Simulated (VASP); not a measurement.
# Cu (I4/mmm) in VASP: notebook, part 3 of 3

VASP 6.6.1. The steps go on from the part before.

**5. Single point, PBE (strain -0.050 along x and y, +0.025 along z)**

Input file INCAR:

```
  PREC = Accurate
  ENCUT = 520
  EDIFF = 1E-6
  ISMEAR = 0
  SIGMA = 0.15
  LREAL = F
  LASPH = T
  NELM = 80
  ALGO = Fast
  ISIF = 2
  LWAVE = F
  LCHARG = F
  GGA = PE
  NBANDS = 12
```

Input file KPOINTS:

```
Automatic mesh
0
Gamma
  28 28 28
```

Input file POSCAR:

```
Cu
1.0
    0.0000000000      1.7241304218      1.8602459814
    1.7241304218      0.0000000000      1.8602459814
    1.7241304218      1.7241304218      0.0000000000
Cu
1
Direct
    0.0000000000      0.0000000000      0.0000000000
```

Potentials or basis: VASP PAW PBE potentials, release 64 (Cu).

The run is started by

```sh
$ cat potpaw_PBE.64/Cu/POTCAR > POTCAR
$ mpirun -np 1 vasp_std > vasp.out
```

OUTCAR:

```text
PREC = Accurate
   ENCUT = 520
   EDIFF = 1E-6
   ISMEAR = 0
   LREAL = F
   LASPH = T
   NELM = 80
   ISIF = 2
   GGA = PE

 ion  position               nearest neighbor table
   1  0.000  0.000  0.000-

  LATTYP: Found a body centered tetragonal cell.
 ALAT       =     2.4382886258
 C/A-ratio  =     1.5258620015

  Lattice vectors:

 A1 = (  -1.7241304218,   0.0000000000,   1.8602459814)
 A2 = (   1.7241304218,   0.0000000000,   1.8602459814)
 A3 = (   0.0000000000,   1.7241304218,  -1.8602459814)

Analysis of symmetry for initial positions (statically):
[... 530 lines left out ...]
      5       6.3223      2.00000
      6       6.4193      2.00000
      7      18.7455      0.00000
      8      30.1113      0.00000
      9      31.5957      0.00000
     10      32.2255      0.00000
     11      34.3104      0.00000
     12      39.2823      0.00000

 [... further k-points ...]
[... 5 lines left out ...]
  --------------------------------------------------------------------------------------
  -------------------------------------------------------------------------------------
  Total        1.1621895      1.1621895      0.6774255      0.0000000      0.0000000     -0.0000000
  in kB      168.3631112    168.3631112     98.1367235      0.0000000      0.0000000     -0.0000000
  external PRESSURE =     144.9543153 kB  Pullay stress =       0.0000000 kB

 VOLUME and BASIS-vectors are now :
 -----------------------------------------------------------------------------
  energy-cutoff  :      520.00
  volume of cell :       11.06
      direct lattice vectors                 reciprocal lattice vectors
     0.000000000  1.724130422  1.860245981    -0.290001263  0.290001263  0.268781658
     1.724130422  0.000000000  1.860245981     0.290001263 -0.290001263  0.268781658
     1.724130422  1.724130422  0.000000000     0.290001263  0.290001263 -0.268781658

 POSITION                                       TOTAL-FORCE (eV/Angst)
 -----------------------------------------------------------------------------------
      0.00000      0.00000      0.00000         0.000000      0.000000      0.000000
 -----------------------------------------------------------------------------------
    total drift:                                0.000000     -0.000000      0.000000

  FREE ENERGIE OF THE ION-ELECTRON SYSTEM (eV)
  ---------------------------------------------------
  free  energy   TOTEN  =        -3.6804821162 eV

  energy  without entropy=       -3.6772380248  energy(sigma->0) =       -3.67886007
```

Run time: 2.5 min. Hardware: 1 thread of Intel Xeon Platinum 8488C (Sapphire Rapids), shared host; peak memory 0.31 GiB.

What came out:

```yaml
Free_energy: -3.6805 eV
Pressure: 14.5 GPa
```

Stress tensor (GPa, compression positive):
```
16.84  0.00  0.00
 0.00 16.84  0.00
 0.00  0.00  9.81
```

Levels at points of the mesh, in eV from the Fermi level:
```
           k point  band 4  band 5  band 6  band 7  band 8  band 9
(0.00, 0.00, 0.00)   -3.12   -2.59   -2.17   23.20   25.99   26.45
(0.50, 0.00, 0.00)   -1.81   -1.67   -1.21    4.09   20.18   23.31
(0.50, 0.50, 0.00)   -1.60   -1.60    0.35    6.22   14.85   14.85
(0.50, 0.00, 0.50)   -1.72   -1.43    2.01    8.25   12.96   13.08
```

Caveat: the cell differs from its parent crystal (strain -0.050 along x and y, +0.025 along z).

**6. Single point, PBE (strain -0.050 along x and y, +0.050 along z)**

Input file INCAR:

```
ALGO = Fast
EDIFF = 1E-6
ENCUT = 520
GGA = PE
ISIF = 2
ISMEAR = 0
LASPH = T
LCHARG = F
LREAL = F
LWAVE = F
NBANDS = 12
NELM = 100
PREC = Accurate
SIGMA = 0.15
```

Input file KPOINTS:

```
k-points
0
Gamma
  28 28 28
```

Input file POSCAR:

```
Cu
1.0
    0.0000000000      1.7241304218      1.9056178346
    1.7241304218      0.0000000000      1.9056178346
    1.7241304218      1.7241304218      0.0000000000
Cu
1
Direct
    0.0000000000      0.0000000000      0.0000000000
```

Potentials or basis: VASP PAW PBE potentials, release 64 (Cu).

The run is started by

```sh
$ cat potpaw_PBE.64/Cu/POTCAR > POTCAR
$ mpirun -np 1 vasp_std > vasp.out
```

OUTCAR:

```text
EDIFF = 1E-6
   ENCUT = 520
   GGA = PE
   ISIF = 2
   ISMEAR = 0
   LASPH = T
   LREAL = F
   NELM = 100
   PREC = Accurate

 ion  position               nearest neighbor table
   1  0.000  0.000  0.000-

  LATTYP: Found a body centered tetragonal cell.
 ALAT       =     2.4382886258
 C/A-ratio  =     1.5630781479

  Lattice vectors:

 A1 = (  -1.7241304218,   0.0000000000,   1.9056178346)
 A2 = (   1.7241304218,   0.0000000000,   1.9056178346)
 A3 = (   0.0000000000,   1.7241304218,  -1.9056178346)

Analysis of symmetry for initial positions (statically):
[... 534 lines left out ...]
      9      31.1955      0.00000
     10      31.6429      0.00000
     11      33.2803      0.00000
     12      39.0555      0.00000

 [... further k-points ...]
[... 5 lines left out ...]
  --------------------------------------------------------------------------------------
  -------------------------------------------------------------------------------------
  Total        0.9272847      0.9272847      0.2797515      0.0000000      0.0000000      0.0000000
  in kB      131.1346991    131.1346991     39.5618862      0.0000000      0.0000000      0.0000000
  external PRESSURE =     100.6104281 kB  Pullay stress =       0.0000000 kB

 VOLUME and BASIS-vectors are now :
 -----------------------------------------------------------------------------
  energy-cutoff  :      520.00
  volume of cell :       11.33
      direct lattice vectors                 reciprocal lattice vectors
     0.000000000  1.724130422  1.905617835    -0.290001263  0.290001263  0.262382095
     1.724130422  0.000000000  1.905617835     0.290001263 -0.290001263  0.262382095
     1.724130422  1.724130422  0.000000000     0.290001263  0.290001263 -0.262382095

 POSITION                                       TOTAL-FORCE (eV/Angst)
 -----------------------------------------------------------------------------------
      0.00000      0.00000      0.00000        -0.000000      0.000000      0.000000
 -----------------------------------------------------------------------------------
    total drift:                                0.000000     -0.000000     -0.000000

  FREE ENERGIE OF THE ION-ELECTRON SYSTEM (eV)
  ---------------------------------------------------
  free  energy   TOTEN  =        -3.6915432389 eV

  energy  without entropy=       -3.6878089523  energy(sigma->0) =       -3.68967610
```

OSZICAR:

```text
N       E                     dE             d eps       ncg     rms          rms(c)
DAV:   1     0.422031732290E+02    0.42203E+02   -0.54108E+03 44184   0.155E+03
DAV:   2    -0.329058717485E+01   -0.45494E+02   -0.41967E+02 40548   0.205E+02
DAV:   3    -0.459957813410E+01   -0.13090E+01   -0.13008E+01 45896   0.397E+01
DAV:   4    -0.460756396087E+01   -0.79858E-02   -0.79847E-02 44308   0.274E+00
DAV:   5    -0.460763629465E+01   -0.72334E-04   -0.72332E-04 46380   0.265E-01    0.769E+00
RMM:   6    -0.400355597419E+01    0.60408E+00   -0.29544E+00 49274   0.319E+01    0.407E+00
RMM:   7    -0.370791338369E+01    0.29564E+00   -0.40835E-01 48989   0.114E+01    0.105E+00
RMM:   8    -0.369316656677E+01    0.14747E-01   -0.13592E-02 50562   0.119E+00    0.332E-01
RMM:   9    -0.369144895397E+01    0.17176E-02   -0.38578E-03 51010   0.120E+00    0.266E-02
RMM:  10    -0.369153883096E+01   -0.89877E-04   -0.57962E-04 52798   0.281E-01    0.179E-02
RMM:  11    -0.369154206384E+01   -0.32329E-05   -0.89457E-05 52168   0.158E-01    0.214E-02
RMM:  12    -0.369154265479E+01   -0.59094E-06   -0.34216E-05 55761   0.696E-02    0.468E-03
RMM:  13    -0.369154323893E+01   -0.58415E-06   -0.50725E-06 41619   0.214E-02
   1 F= -.36915432E+01 E0= -.36896761E+01  d E =-.373429E-02
```

stdout:

```text
POSCAR found type information on POSCAR Cu
 POSCAR found :  1 types and       1 ions
 scaLAPACK will be used
 LDA part: xc-table for (Slater+PW92), standard interpolation
 POSCAR, INCAR and KPOINTS ok, starting setup
 FFT: planning ... GRIDC
 FFT: planning ... GRID_SOFT
 FFT: planning ... GRID
 WAVECAR not read
 entering main loop
WARNING in EDDRMM: call to ZHEGV failed, returncode =   6  3     10
WARNING in EDDRMM: call to ZHEGV failed, returncode =   6  3      8
WARNING in EDDRMM: call to ZHEGV failed, returncode =   6  3      8
WARNING in EDDRMM: call to ZHEGV failed, returncode =   6  3      9
WARNING in EDDRMM: call to ZHEGV failed, returncode =   6  3     10
```

It took 2.4 min on 1 thread of Intel Xeon Platinum 8488C (Sapphire Rapids), shared host; peak memory 0.32 GiB.

Results:

* Free energy: -3.6915 eV
* Pressure: 10.1 GPa

Levels at points of the mesh, in eV from the Fermi level:
```tsv
k point	band 4	band 5	band 6	band 7	band 8	band 9
(0.00, 0.00, 0.00)	-2.99	-2.62	-2.07	23.09	25.60	26.12
(0.50, 0.00, 0.00)	-1.80	-1.63	-1.12	3.99	19.31	23.36
(0.50, 0.50, 0.00)	-1.59	-1.59	0.09	5.67	15.06	15.06
(0.50, 0.00, 0.50)	-1.75	-1.36	2.21	8.29	12.60	12.80
```

Caveat: the cell differs from its parent crystal (strain -0.050 along x and y, +0.050 along z).

**7. Single point, PBE (strain +0.050 along x and y, +0.025 along z)**

Input file INCAR:

```
PREC     = Accurate       # precision mode
ENCUT    = 700            # plane-wave cutoff, eV
EDIFF    = 1E-6           # SCF threshold, eV
ISMEAR   = 0              # smearing method
SIGMA    = 0.15           # smearing width, eV
LREAL    = False          # projectors in reciprocal space
LASPH    = True           # aspherical terms in the spheres
NELM     = 120            # most SCF steps
ALGO     = Normal         # electronic algorithm
ISIF     = 2              # what is computed and relaxed
LWAVE    = False          # write WAVECAR
LCHARG   = False          # write CHGCAR
GGA      = PE             # functional
NBANDS   = 16             # bands
GGA_COMPAT= False
```

Input file KPOINTS:

```
Automatic mesh
0
Gamma
  28 28 28
```

Input file POSCAR:

```
Cu
1.0
    0.0000000000      1.9056178346      1.8602459814
    1.9056178346      0.0000000000      1.8602459814
    1.9056178346      1.9056178346      0.0000000000
Cu
1
Direct
    0.0000000000      0.0000000000      0.0000000000
```

Potentials or basis: VASP PAW PBE potentials, release 64 (Cu_sv_GW).

The run is started by

```sh
$ cat potpaw_PBE.64/Cu_sv_GW/POTCAR > POTCAR
$ mpirun -np 1 vasp_std > vasp.out
```

It took 2.3 min on 1 thread of Intel Xeon 6975P-C (Granite Rapids), shared host; peak memory 0.72 GiB.

The run converged. Its results:

* Free energy: -3.7242 eV
* Pressure: -16.0 GPa

Stress tensor (GPa, compression positive):
```
-16.34   0.00   0.00
  0.00 -16.34   0.00
  0.00   0.00 -15.47
```

Levels at points of the mesh, in eV from the Fermi level:
| k point | band 8 | band 9 | band 10 | band 11 | band 12 | band 13 |
| --- | --- | --- | --- | --- | --- | --- |
| (0.00, 0.00, 0.00) | -2.58 | -2.01 | -1.92 | 21.50 | 23.09 | 23.09 |
| (0.50, 0.00, 0.00) | -1.52 | -1.48 | -0.69 | 3.10 | 19.64 | 19.72 |
| (0.50, 0.50, 0.00) | -1.38 | -1.38 | 1.84 | 6.58 | 11.67 | 11.67 |
| (0.50, 0.00, 0.50) | -1.41 | -1.35 | 1.38 | 5.99 | 12.16 | 12.23 |

Caveat: the cell differs from its parent crystal (strain +0.050 along x and y, +0.025 along z).

**8. Summary**

| potentials or basis | cell | cutoff (eV) | second run | gap on the mesh (eV) | pressure (GPa) |
| --- | --- | --- | --- | --- | --- |
| VASP PAW PBE potentials, release 64 (Cu) | a = 2.471, b = 2.471, c = 2.438 Å, angles 60.4, 60.4, 59.1°, 1 atom | 520 | - | none | 25.4 |
| VASP PAW PBE potentials, release 64 (Cu) | a = 2.503, b = 2.503, c = 2.438 Å, angles 60.9, 60.9, 58.3°, 1 atom | 520 | - | none | 19.6 |
| VASP PAW PBE potentials, release 64 (Cu) | a = 2.471, b = 2.471, c = 2.502 Å, angles 59.6, 59.6, 60.9°, 1 atom | 520 | - | none | 19.4 |
| VASP PAW PBE potentials, release 64 (Cu) | a = 2.536, b = 2.536, c = 2.438 Å, angles 61.3, 61.3, 57.5°, 1 atom | 520 | - | none | 14.5 |
| VASP PAW PBE potentials, release 64 (Cu) | a = 2.570, b = 2.570, c = 2.438 Å, angles 61.7, 61.7, 56.6°, 1 atom | 520 | - | none | 10.1 |
| VASP PAW PBE potentials, release 64 (Cu_sv_GW) | a = 2.663, b = 2.663, c = 2.695 Å, angles 59.6, 59.6, 60.8°, 1 atom | 700 | valence_matched | none | -16.0 |

Alike in all rows: task single point; level PBE; no spin polarisation; k mesh 28 × 28 × 28; smearing gaussian 0.15 eV.

Total energies depend on the potentials used, so only differences within one code and one set of settings carry meaning.
